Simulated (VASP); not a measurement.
Al, 2 atoms in the cell. It takes space group P2_1/m (No. 11, monoclinic). The conventional cell has a = 2.812 Å, b = 4.867 Å, c = 2.812 Å, α = 90.00°, β = 120.00°, γ = 90.00°. Al (site symmetry m) has 12 Al at 2.81 to 3.01 Å within 3.7 Å.  This cell differs from its parent crystal: atom 1 (Al) moved by (-0.150, +0.000) A along [1 1 0] and z.

| Property | Result |
| --- | --- |
| Program | VASP 6.6.1 |
| Task | single point |
| Functional | r2SCAN |
| Potentials or basis | VASP PAW PBE potentials, release 64 (Al) |
| Cutoff | 520 eV |
| k mesh | 18 × 18 × 10 |
| Occupations | gaussian, width 0.15 eV |
| Spin | no spin polarisation |
| Dipole correction | no |
| Further INCAR settings | ALGO = Normal; EDIFF = 1e-06; NBANDS = 10 |

Potentials or basis: VASP PAW PBE potentials, release 64 (Al).

Run with:

```bash
$ cat potpaw_PBE.64/Al/POTCAR > POTCAR
$ cp INCAR.step1 INCAR
$ mpirun -np 1 vasp_std > vasp.out
$ cp INCAR.step2 INCAR
$ mpirun -np 1 vasp_std > vasp.out
```

Hardware: 1 thread of Oxide Virtual Turin-like Processor (shared host).

Estimate the wall time of this run.

Wall time 32 min on 1 thread of Oxide Virtual Turin-like Processor, on a shared host, peak memory 0.34 GiB. Counts: k points 984.
